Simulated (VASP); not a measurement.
# GaSi16 (a cell with a defect) in VASP: single point with PBE+D3(BJ)

Aim: the single point of GaSi16 (a cell with a defect) with PBE+D3(BJ).

Everything below comes from runs of VASP 6.6.1. Logs are shortened: lines on timing, memory, paths and dates and some standing lists are left out, and cuts for length are marked.

## 1. The cell of the first run

The cell holds a defect, 17 atoms: a = 7.679 Å, b = 7.679 Å, c = 7.679 Å, α = 60.00°, β = 60.00°, γ = 60.00°.

## 2. Single point, PBE+D3(BJ), collinear spin, zero start

File INCAR:

```
PREC     = Accurate       # precision mode
ENCUT    = 520            # plane-wave cutoff, eV
EDIFF    = 1E-6           # SCF threshold, eV
ISMEAR   = 0              # smearing method
SIGMA    = 0.05           # smearing width, eV
LREAL    = Auto         
LASPH    = T              # aspherical terms in the spheres
NELM     = 150            # most SCF steps
ALGO     = Normal         # electronic algorithm
ISIF     = 2              # what is computed and relaxed
LWAVE    = F              # write WAVECAR
LCHARG   = T              # write CHGCAR
ISPIN    = 2              # spin polarisation
MAGMOM   = 0 0 0 0 0 0 0 0 0 0 0 0 0 0 0 0 0 # initial moments
LORBIT   = 11             # projections on sites
GGA      = PE             # functional
IVDW     = 12             # dispersion correction
LELF     = T              # ELF
LVHAR    = T            
NBANDS   = 56             # bands
```

File KPOINTS:

```
regular mesh
0
Gamma
  2 2 2
```

File POSCAR:

```
GaSi16
1.0
    0.0000000000      5.4300000000      5.4300000000
    5.4300000000      0.0000000000      5.4300000000
    5.4300000000      5.4300000000      0.0000000000
Si Ga
16 1
Direct
    0.0000657459     -0.0002429098      0.0001598527
    0.1204494475      0.1204367403      0.1204081952
   -0.0030627072     -0.0025940147      0.5028498158
    0.1204013812      0.1203886740      0.6388468692
   -0.0034337017      0.5028206262     -0.0023005525
    0.1205225599      0.6384522099      0.1205118785
   -0.0034070902      0.5027849908      0.5029225599
    0.1275526703      0.6239661142      0.6242397790
    0.5028523941     -0.0031853591     -0.0025140884
    0.6387641805      0.1204058011      0.1204150092
    0.5028144567     -0.0031564457      0.5028551565
    0.6235194291      0.1284107735      0.6240332413
    0.5029565378      0.5028524862     -0.0028896869
    0.6231476980      0.6233813996      0.1298690608
    0.4985955801      0.4994802947      0.5010101289
    0.6231761510      0.6234127993      0.6236315838
    0.2501403315      0.2497615101      1.2501263352
```

Potentials or basis: VASP PAW PBE potentials, release 64 (Si, Ga_d).

Run with:

```
> cat potpaw_PBE.64/Si/POTCAR potpaw_PBE.64/Ga_d/POTCAR > POTCAR
> mpirun -np 1 vasp_std > vasp.out
```

OUTCAR:

```text
PREC = Accurate
   ENCUT = 520
   EDIFF = 1E-6
   ISMEAR = 0
   LREAL = Auto
   LASPH = T
   NELM = 150
   ISIF = 2
   ISPIN = 2
   LORBIT = 11
   GGA = PE
   IVDW = 12
 IVDW          = 12

 ion  position               nearest neighbor table
   1  0.000  1.000  0.000-  10 2.27   6 2.27   2 2.27   4 2.27
   2  0.120  0.120  0.120-   1 2.27   5 2.40   9 2.40   3 2.40  17 2.44
   3  0.997  0.997  0.503-  12 2.34   8 2.34   2 2.40   4 2.40  17 2.75
   4  0.120  0.120  0.639-   1 2.27   7 2.40  11 2.40   3 2.40  17 2.44
   5  0.997  0.503  0.998-  14 2.34   8 2.34   2 2.40   6 2.40  17 2.75
   6  0.121  0.638  0.121-   1 2.27   5 2.40   7 2.40  13 2.40  17 2.44
   7  0.997  0.503  0.503-  16 2.34   8 2.34   4 2.40   6 2.40  17 2.75
   8  0.128  0.624  0.624-  15 2.33   3 2.34   7 2.34   5 2.34
   9  0.503  0.997  0.997-  14 2.34  12 2.34   2 2.40  10 2.40  17 2.75
  10  0.639  0.120  0.120-   1 2.27   9 2.40  11 2.40  13 2.40  17 2.44
  11  0.503  0.997  0.503-  16 2.34  12 2.34   4 2.40  10 2.40  17 2.74
  12  0.624  0.128  0.624-  15 2.33   3 2.34  11 2.34   9 2.34
  13  0.503  0.503  0.997-  16 2.34  14 2.34   6 2.40  10 2.40  17 2.75
  14  0.623  0.623  0.130-  15 2.33   5 2.34   9 2.34  13 2.34
  15  0.499  0.499  0.501-   8 2.33  12 2.33  16 2.33  14 2.33
  16  0.623  0.623  0.624-  15 2.33   7 2.34  11 2.34  13 2.34
  17  0.250  0.250  0.250-  10 2.44   6 2.44   4 2.44   2 2.44  11 2.74   3 2.75   9 2.75   7 2.75
                            13 2.75   5 2.75

  LATTYP: Found a face centered cubic cell.
 ALAT       =    10.8600000000

  Lattice vectors:

 A1 = (   0.0000000000,   5.4300000000,   5.4300000000)
 A2 = (   5.4300000000,   0.0000000000,   5.4300000000)
 A3 = (   5.4300000000,   5.4300000000,   0.0000000000)

Analysis of symmetry for initial positions (statically):
=====================================================================
 Subroutine PRICEL returns:
 Original cell was already a primitive cell.

 Routine SETGRP: Setting up the symmetry group for a
 face centered cubic supercell.

 Subroutine GETGRP returns: Found  1 space group operations
 (whereof  1 operations were pure point group operations)
 out of a pool of 48 trial point group operations.

The static configuration has the point symmetry C_1 .

Analysis of symmetry for dynamics (positions and initial velocities):
=====================================================================
 Subroutine PRICEL returns:
 Original cell was already a primitive cell.

 Routine SETGRP: Setting up the symmetry group for a
 face centered cubic supercell.

 Subroutine GETGRP returns: Found  1 space group operations
 (whereof  1 operations were pure point group operations)
 out of a pool of 48 trial point group operations.

The dynamic configuration has the point symmetry C_1 .

Analysis of structural, dynamic, and magnetic symmetry:
=====================================================================
 Subroutine PRICEL returns:
 Original cell was already a primitive cell.

 Routine SETGRP: Setting up the symmetry group for a
 face centered cubic supercell.

 Subroutine GETGRP returns: Found  1 space group operations
 (whereof  1 operations were pure point group operations)
 out of a pool of 48 trial point group operations.

The overall configuration has the point symmetry C_1 .

 Subroutine INISYM returns: Found  1 space group operations
 (whereof  1 operations are pure point group operations),
 and found     1 'primitive' translations

----------------------------------------------------------------------------------------

                                     Primitive cell

  volume of cell :     320.2060

  direct lattice vectors                    reciprocal lattice vectors
     0.000000000  5.430000000  5.430000000    -0.092081031  0.092081031  0.092081031
     5.430000000  0.000000000  5.430000000     0.092081031 -0.092081031  0.092081031
     5.430000000  5.430000000  0.000000000     0.092081031  0.092081031 -0.092081031

  length of vectors
     7.679179644  7.679179644  7.679179644     0.159489025  0.159489025  0.159489025

  position of ions in fractional coordinates (direct lattice)
     0.000065746  0.999757090  0.000159853
     0.120449448  0.120436740  0.120408195
     0.996937293  0.997405985  0.502849816
     0.120401381  0.120388674  0.638846869
     0.996566298  0.502820626  0.997699447
     0.120522560  0.638452210  0.120511878
[... 9 lines left out ...]
     0.623176151  0.623412799  0.623631584
     0.250140331  0.249761510  0.250126335

  ion indices of the primitive-cell ions
[... 66 lines left out ...]
   ICHARG =      2    charge: 1-file 2-atom 10-const
   ISPIN  =      2    spin polarized calculation?
   LNONCOLLINEAR =      F non collinear calculations
   LSORBIT =      F    spin-orbit coupling
   LASPH  =      T    aspherical Exc in radial PAW
   ENCUT  =  520.0 eV  38.22 Ry    6.18 a.u.  14.28 14.28 14.28*2*pi/ulx,y,z
   NELM   =    150;   NELMIN=  2; NELMDL= -5     # of ELM steps
   EDIFF  = 0.1E-05   stopping-criterion for ELM
   LREAL  =      T    real-space projection
   EDIFFG = 0.1E-04   stopping-criterion for IOM
   NSW    =      0    number of steps for IOM
   IBRION =     -1    ionic relax: 0-MD 1-quasi-New 2-CG
   NFREE  =      0    steps in history (QN), initial steepest desc. (CG)
   ISIF   =      2    stress and relaxation
   ISYM   =      2    0-nonsym 1-usesym 2-fastsym
   POTIM  = 0.5000    time-step for ionic-motion
   TEBEG  =    0.0;   TEEND  =   0.0 temperature during run
   PSTRESS=    0.0 pullay stress
   NELECT =      77.0000    total number of electrons
   NUPDOWN=      -1.0000    fix difference up-down
   EMIN   =  10.00;   EMAX   =-10.00  energy-range for DOS
   EFERMI =   0.00;   METHOD = LEGACY
   ISMEAR =     0;   SIGMA  =   0.05  broadening in eV -4-tet -1-fermi 0-gaus
   EFERMI_NEDOS =   21; number of points for ismear=-14 and -15
   IALGO  =     38    algorithm
   IMIX   =      4    mixing-type and parameters
     AMIX     =   0.40;   BMIX     =  1.00
     AMIX_MAG =   1.60;   BMIX_MAG =  1.00
  volume/ion in A,a.u.               =      18.84       127.11
  Fermi-wavevector in a.u.,A,eV,Ry     =   1.018033  1.923804 14.100962  1.036391
  Thomas-Fermi vector in A             =   2.151468
   LORBIT       =     11    0 simple, 1 ext, 2 COOP (PROOUT), +10 PAW based schemes
   GGA     = PE    functional components
   LHFCALC =     F    Hartree Fock is set to
   AEXX    =    0.0000 exact exchange contribution
   IVDW    =    12    specifies the selected vdW correction
   LEPSILON=     F    determine dielectric tensor
   LRPA    =     F    only Hartree local field effects (RPA)
 spin polarized calculation
 Gauss-broadening in eV      SIGMA  =   0.05
  energy-cutoff  :      520.00
  volume of cell :      320.21
 maximum number of plane-waves:      8646
 NGX is ok and might be reduce to    60
   NGX = 29   NGY = 29   NGZ = 29

 number of electron      77.0000000 magnetization       0.0000000

 number of electron      76.9999989 magnetization      -0.0000368

 Free energy of the ion-electron system (eV)
  ---------------------------------------------------
  ext. energy  EPLUGINS =         0.00000000
  ---------------------------------------------------
  free energy    TOTEN  =       -85.66363261 eV

  energy without entropy =      -85.65656562  energy(sigma->0) =      -85.66009911

 E-fermi :   6.8808     XC(G=0):  -9.7302

 val. band max:        6.8805046310   @ k =   0.0000   0.0000   0.0000
 cond. band min:       6.8811215798   @ k =   0.0000   0.0000   0.0000
 fundamental gap:      0.0006169487
 Fermi energy:         6.8807943920

 spin component 1

 k-point     1 :       0.0000    0.0000    0.0000
  band No.  band energies     occupation
      1      -8.6890      1.00000
      2      -8.6889      1.00000
      3      -8.6888      1.00000
      4      -8.6696      1.00000
      5      -8.6696      1.00000
      6      -6.1600      1.00000
[... 413 lines left out ...]
     49      10.3079      0.00000
     50      10.4815      0.00000
 Fermi energy:         6.8807943920

 spin component 2

 k-point     1 :       0.0000    0.0000    0.0000
  band No.  band energies     occupation
      1      -8.6890      1.00000
      2      -8.6889      1.00000
      3      -8.6888      1.00000
      4      -8.6696      1.00000
      5      -8.6696      1.00000
      6      -6.1600      1.00000
[... 413 lines left out ...]
     49      10.3079      0.00000
     50      10.4815      0.00000
 [bands above 50 left out]

------------------------ aborting loop because EDIFF is reached ----------------------------------------

 Edisp (eV)   -5.62357

 E8    (eV) :    -2.3457

  FORCE on cell =-STRESS in cart. coord.  units (eV):
  Direction    XX          YY          ZZ          XY          YZ          ZX
  --------------------------------------------------------------------------------------
  -------------------------------------------------------------------------------------
  Total       6.56720     6.56793     6.55942    -0.02094     0.00556    -0.00586
  in kB      32.85952    32.86318    32.82058    -0.10478     0.02780    -0.02930
  external pressure =       32.85 kB  Pullay stress =        0.00 kB

 VOLUME and BASIS-vectors are now :
 -----------------------------------------------------------------------------
  energy-cutoff  :      520.00
  volume of cell :      320.21
      direct lattice vectors                 reciprocal lattice vectors
     0.000000000  5.430000000  5.430000000    -0.092081031  0.092081031  0.092081031
     5.430000000  0.000000000  5.430000000     0.092081031 -0.092081031  0.092081031
     5.430000000  5.430000000  0.000000000     0.092081031  0.092081031 -0.092081031

 POSITION                                       TOTAL-FORCE (eV/Angst)
 -----------------------------------------------------------------------------------
      5.42955      0.00123      5.42904        -0.000211     -0.000914      0.003243
      1.30779      1.30786      1.30801         0.000886     -0.002969     -0.007806
      8.14639      8.14384     10.82928        -0.001630      0.001247      0.003391
      4.12265      4.12272      1.30749         0.002766     -0.001160     -0.007323
      8.14782     10.82886      8.14167         0.000006      0.007470      0.000960
      4.12118      1.30882      4.12123         0.006607     -0.006746     -0.000177
[... 9 lines left out ...]
      6.77145      6.77017      6.76898         0.007189      0.006928      0.000824
      2.71439      2.71645      2.71447        -0.000075     -0.000888      0.001577
 -----------------------------------------------------------------------------------
    total drift:                                0.004188     -0.003640     -0.003960

  FREE ENERGIE OF THE ION-ELECTRON SYSTEM (eV)
  ---------------------------------------------------
  free  energy   TOTEN  =       -91.2872024679 eV

  energy  without entropy=      -91.2801354839  energy(sigma->0) =      -91.28366898

 total charge

# of ion       s       p       d       tot
------------------------------------------
    1        0.756   1.007   0.000   1.764
    2        0.757   0.942   0.000   1.699
    3        0.745   0.930   0.000   1.675
    4        0.757   0.942   0.000   1.699
    5        0.745   0.930   0.000   1.675
    6        0.757   0.942   0.000   1.699
[... 9 lines left out ...]
   16        0.746   0.955   0.000   1.701
   17        1.085   0.714  10.057  11.856
--------------------------------------------------
tot         13.060  15.858  10.057  38.975

 magnetization (x)

# of ion       s       p       d       tot
------------------------------------------
    1        0.000   0.000   0.000   0.000
    2        0.000  -0.000   0.000  -0.000
    3       -0.000   0.000   0.000  -0.000
    4       -0.000  -0.000   0.000  -0.000
    5       -0.000   0.000   0.000  -0.000
    6        0.000  -0.000   0.000  -0.000
[... 9 lines left out ...]
   16        0.000  -0.000   0.000  -0.000
   17        0.000   0.000   0.000   0.000
--------------------------------------------------
tot         -0.000  -0.000   0.000  -0.000
```

Run time: 14 min. Hardware: 1 thread of Intel Xeon 8259CL, shared host; peak memory 0.73 GiB.

What came out:

```
Free energy                                           : -91.2872 eV
Pressure                                              : 3.3 GPa
Largest force                                         : 0.019 eV/Å
Net moment                                            : 0.00 μB per cell
Valence electrons inside the program's atomic spheres : Si 1.76, 1.70, 1.68, 1.71 (each value once); Ga 11.86
Dispersion energy per atom                            : -0.331 eV
```

Forces in eV/Å, atoms in the order of the input:
```
Si   0.000 -0.001  0.003
Si   0.001 -0.003 -0.008
Si  -0.002  0.001  0.003
Si   0.003 -0.001 -0.007
Si   0.000  0.007  0.001
Si   0.007 -0.007  0.000
Si  -0.006  0.000  0.001
Si   0.000  0.001 -0.004
Si   0.006  0.000  0.000
Si  -0.005  0.005  0.002
Si   0.000 -0.004  0.000
Si   0.000  0.000 -0.004
Si   0.001  0.000 -0.010
Si  -0.008 -0.008  0.002
Si  -0.004  0.003  0.018
Si   0.007  0.007  0.001
Ga   0.000 -0.001  0.002
```

Caveat: the k points lie up to 0.50 Å⁻¹ apart; no moment was typed at the start, so none could form.
